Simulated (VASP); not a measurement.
Here is a VASP 6.6.1 calculation.

INCAR

```
PREC = Accurate
ENCUT = 520
EDIFF = 1E-7
ISMEAR = 0
SIGMA = 0.014
LREAL = False
LASPH = True
NELM = 150
ALGO = Normal
ISIF = 2
LWAVE = False
LCHARG = False
ISPIN = 2
MAGMOM = 1
LORBIT = 11
LMAXMIX = 4
GGA = PE
NBANDS = 15
```

KPOINTS

```
Automatic mesh
0
Gamma
  13 13 13
```

File POSCAR:

```
Ni
1.0
    0.0000000000      1.7375729330      1.7375729330
    1.7375729330      0.0000000000      1.7375729330
    1.7375729330      1.7375729330      0.0000000000
Ni
1
Direct
    0.0000000000      0.0000000000      0.0000000000
```

Potentials or basis: VASP PAW PBE potentials, release 64 (Ni).

The run is started by

```bash
$ cat potpaw_PBE.64/Ni/POTCAR > POTCAR
$ mpirun -np 1 vasp_std > vasp.out
```

Task: Predict the net moment.

Result: 0.62 μB per cell.

Task: Predict the site moments.

Result: Ni +0.63 μB.
